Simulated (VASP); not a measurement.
Write the native input for VASP 6.6.1 that does the following.

```
Task                   : single point
Functional             : r2SCAN
Potentials or basis    : VASP PAW PBE potentials, release 64 (P)
Cutoff                 : 520 eV
k mesh                 : 8 × 8 × 4
Occupations            : fermi-dirac, width 0.05 eV
Spin                   : no spin polarisation
Dipole correction      : no
Further INCAR settings : ALGO = Normal; EDIFF = 1e-06; NBANDS = 12
```

P:

```
P
1.0
     2.42469    0.00000    0.00000
     0.00000    2.43854    0.00000
    -0.02031    0.00000    4.85243
P
2
Direct
  0.00169 0.99232 0.75601
  0.99494 0.99995 0.24382
```

These files were run (other wordings do the same):

POSCAR

```
P
1.0
    2.4246941115      0.0000000000      0.0000000000
    0.0000000000      2.4385351442      0.0000000000
   -0.0203144631      0.0000000000      4.8524328982
P
2
Direct
    0.0016850000     -0.0076760000      0.7560080000
    0.9949390000     -0.0000510000      0.2438230000
```

INCAR.step1

```
SYSTEM = P
ALGO = Normal
EDIFF = 1E-4
ENCUT = 520
GGA = PE
ISMEAR = -1
LASPH = .TRUE.
LCHARG = .FALSE.
LREAL = .FALSE.
LWAVE = .TRUE.
NBANDS = 12
NELM = 80
PREC = Accurate
SIGMA = 0.05
```

INCAR.step2

```
SYSTEM = P
ALGO = Normal
EDIFF = 1E-6
ENCUT = 520
ISIF = 2
ISMEAR = -1
ISTART = 1
LASPH = .TRUE.
LCHARG = .TRUE.
LELF = .TRUE.
LMIXTAU = .TRUE.
LREAL = .FALSE.
LVHAR = .TRUE.
LWAVE = .FALSE.
METAGGA = R2SCAN
NBANDS = 12
NELM = 80
PREC = Accurate
SIGMA = 0.05
```

KPOINTS

```
k-points
0
G
  8 8 4
  0 0 0
```

Potentials or basis: VASP PAW PBE potentials, release 64 (P).

Command:

```console
$ cat potpaw_PBE.64/P/POTCAR > POTCAR
$ cp INCAR.step1 INCAR
$ mpirun -np 1 vasp_std > vasp.out
$ cp INCAR.step2 INCAR
$ mpirun -np 1 vasp_std > vasp.out
```

It gave:

```
Pressure               : 0.8 GPa
Largest force          : 0.123 eV/Å
Band gap on the k mesh : zero (bands 5 and 6 overlap by 10.41 eV)
```

Caveat: the PAW data sets were made with another functional, which shifts forces and pressure a little.

Wall time 120 s on 1 thread of AMD EPYC 9755 128-Core Processor, with other jobs on the host, peak memory 0.11 GiB.
